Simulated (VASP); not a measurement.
# AlN in VASP: notebook, part 3 of 3

VASP 6.6.1. The steps go on from the part before.

## Step 5: Electric field gradients, PBEsol (zz strain of -2 %)

INCAR

```
SYSTEM = AlN
  PREC = Accurate
  ENCUT = 520
  EDIFF = 1E-8
  ISMEAR = -1
  SIGMA = 0.02
  LREAL = .False.
  LASPH = .True.
  NELM = 120
  ALGO = Normal
  ISIF = 2
  LWAVE = .False.
  LCHARG = .False.
  GGA = PS
  LEFG = .True.
  NBANDS = 16
  GGA_COMPAT = .False.
```

KPOINTS

```
Automatic mesh
0
Gamma
  11 11 6
  0 0 0
```

POSCAR

```
AlN
1.0
    3.1110021516      0.0000000000      0.0000000000
   -1.5555010758      2.6942068945      0.0000000000
    0.0000000000      0.0000000000      4.8784400000
Al N
2 2
Direct
    0.3333333333      0.6666666667      0.0000000000
    0.6666666667      0.3333333333      0.5000000000
    0.3333333333      0.6666666667      0.3850000000
    0.6666666667      0.3333333333      0.8850000000
```

Potentials or basis: VASP PAW PBE potentials, release 64 (Al, N).

The run is started by

```console
cat potpaw_PBE.64/Al/POTCAR potpaw_PBE.64/N/POTCAR > POTCAR
mpirun -np 1 vasp_std > vasp.out
```

OUTCAR:

```text
SYSTEM = AlN
   PREC = Accurate
   ENCUT = 520
   EDIFF = 1E-8
   ISMEAR = -1
   LREAL = .False.
   LASPH = .True.
   NELM = 120
   ISIF = 2
   GGA = PS

 ion  position               nearest neighbor table
   1  0.333  0.667  0.000-   3 1.88   4 1.88   4 1.88   4 1.88   2 3.03   2 3.03   2 3.03   2 3.03
                             2 3.03   2 3.03
   2  0.667  0.333  0.500-   4 1.88   3 1.88   3 1.88   3 1.88   1 3.03   1 3.03   1 3.03   1 3.03
                             1 3.03   1 3.03
   3  0.333  0.667  0.385-   1 1.88   2 1.88   2 1.88   2 1.88
   4  0.667  0.333  0.885-   2 1.88   1 1.88   1 1.88   1 1.88

  LATTYP: Found a hexagonal cell.
 ALAT       =     3.1110021516
 C/A-ratio  =     1.5681249200

  Lattice vectors:

 A1 = (   3.1110021516,   0.0000000000,   0.0000000000)
 A2 = (  -1.5555010758,   2.6942068945,   0.0000000000)
 A3 = (   0.0000000000,   0.0000000000,   4.8784400000)

Analysis of symmetry for initial positions (statically):
=====================================================================
 Subroutine PRICEL returns:
[... 664 lines left out ...]
      1.55550      0.89807      2.43922        -0.000000     -0.000000     -0.097446
     -0.00000      1.79614      1.87820        -0.000000      0.000000      0.097446
      1.55550      0.89807      4.31742         0.000000     -0.000000      0.097446
 -----------------------------------------------------------------------------------
    total drift:                               -0.000000      0.000000      0.000472

  FREE ENERGIE OF THE ION-ELECTRON SYSTEM (eV)
  ---------------------------------------------------
  free  energy   TOTEN  =       -31.2895012668 eV

  energy  without entropy=      -31.2895012668  energy(sigma->0) =      -31.28950127

 Electric field gradients (V/A^2)
---------------------------------------------------------------------
 ion       V_xx      V_yy      V_zz      V_xy      V_xz      V_yz
---------------------------------------------------------------------
   1      -1.936    -1.936     3.873     0.000    -0.000     0.000
   2      -1.936    -1.936     3.873     0.000     0.000    -0.000
   3       1.582     1.582    -3.164    -0.000     0.000    -0.000
   4       1.582     1.582    -3.164    -0.000    -0.000     0.000
---------------------------------------------------------------------

 Electric field gradients after diagonalization (V/A^2)
 (convention: |V_zz| > |V_xx| > |V_yy|)
----------------------------------------------------------------------
 ion       V_xx      V_yy      V_zz     asymmetry (V_yy - V_xx)/ V_zz
----------------------------------------------------------------------
   1      -1.936    -1.936     3.873       0.000
   2      -1.936    -1.936     3.873       0.000
   3       1.582     1.582    -3.164       0.000
   4       1.582     1.582    -3.164       0.000
----------------------------------------------------------------------

           NMR quadrupolar parameters

 Cq : quadrupolar parameter    Cq=e*Q*V_zz/h
 eta: asymmetry parameters     (V_yy - V_xx)/ V_zz
 Q  : nuclear electric quadrupole moment in mb (millibarn)
----------------------------------------------------------------------
 ion       Cq(MHz)       eta       Q (mb)
----------------------------------------------------------------------
   1       0.009       0.000       1.000
   2       0.009       0.000       1.000
   3      -0.008       0.000       1.000
   4      -0.008       0.000       1.000
----------------------------------------------------------------------
```

Run time: 32 s. Hardware: 1 thread of Intel Xeon 8259CL, shared host; peak memory 0.17 GiB.

What came out:

| Item | Value |
| --- | --- |
| Free energy | -31.2895 eV |
| Pressure | 4.6 GPa |
| Largest force | 0.097 eV/Å |
| Band gap on the k mesh | 4.21 eV |
| Largest electric field gradient by atom | Al +3.9; N -3.2 V/Å² |

Forces on the atoms (eV/Å):
```
Al   0.000  0.000 -0.097
Al   0.000  0.000 -0.097
N    0.000  0.000  0.097
N    0.000  0.000  0.097
```

Electric field gradients, principal values (V/Å²):
```
atom   least  middle  greatest (by size)
1 Al  -1.936  -1.936               3.873
2 Al  -1.936  -1.936               3.873
 3 N   1.582   1.582              -3.164
 4 N   1.582   1.582              -3.164
```

Caveat: the cell differs from its parent crystal (zz strain of -2 %); the stress differs along the axes, from 3 to 9 GPa; without QUAD_EFG the Cq values of the log hold for a quadrupole moment of 1 mb, not for the nuclei; the PAW data sets were made with another functional, which shifts forces and pressure a little. A k mesh can miss the band edges.

## Step 6: Summary

| cell | gap on the mesh (eV) | pressure (GPa) | largest force (eV/Å) |
| --- | --- | --- | --- |
| a = 3.111, b = 3.124, c = 4.978 Å, angles 90.2, 90.6, 120.4°, 4 atoms | 4.08 | 0.6 | 0.26 |
| a = 3.018, b = 3.018, c = 4.978 Å, angles 90.0, 90.0, 120.0°, 4 atoms | 4.71 | 15.5 | 0.60 |
| a = 3.111, b = 3.111, c = 4.878 Å, angles 90.0, 90.0, 120.0°, 4 atoms | 4.21 | 4.6 | 0.10 |

Alike in all rows: task electric field gradients; level PBEsol; potentials or basis VASP PAW PBE potentials, release 64 (Al, N); no spin polarisation; k mesh 11 × 11 × 6; cutoff (eV) 520; smearing fermi-dirac 0.02 eV.

Caveats: the PAW data sets were made with another functional, which shifts forces and pressure a little; the stress differs along the axes, from 4 to 21 GPa (at least some runs); the stress differs along the axes, from 3 to 9 GPa (at least some runs).

Absolute energies hang on the potentials; compare differences alone.
